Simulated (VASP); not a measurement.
Ir:

```
Ir
1.0
     0.00000    1.91970    1.91970
     1.91970    0.00000    1.91970
     1.91970    1.91970    0.00000
Ir
1
Cartesian
  0.0000 0.0000 0.0000
```

| Quantity | Value |
| --- | --- |
| Program | VASP 6.6.1 |
| Task | relaxation of cell and atoms |
| Functional | LDA |
| Potentials or basis | VASP PAW LDA potentials, release 64 (Ir) |
| Cutoff | 600 eV |
| k mesh | 14 × 14 × 14 |
| Occupations | fermi-dirac, width 0.1 eV |
| Spin | no spin polarisation |

At the start: pressure -5.7 GPa; volume 14.15 Å³/atom.

Where does the relaxation end?

Over 4 steps the energy falls by 3.7 meV/atom and the volume is 13.94 Å³/atom (-1.5 %); space group Fm-3m (No. 225, to 0.05 Å).

The path:
| step | energy change (eV) | largest force (eV/Å) | pressure (GPa) | volume (Å³) |
| --- | --- | --- | --- | --- |
| 1 | 0.0000 | 0.0000 | -5.68 | 14.15 |
| 2 | 0.0607 | 0.0000 | 27.48 | 13.15 |
| 3 | -0.0037 | 0.0000 | -0.16 | 13.95 |
| 4 | -0.0037 | 0.0000 | -0.01 | 13.94 |

Final structure:
```
Ir
1.0
     0.00000    1.91037    1.91037
     1.91037    0.00000    1.91037
     1.91037    1.91037    0.00000
Ir
1
Direct
  0.00000 0.00000 0.00000
```
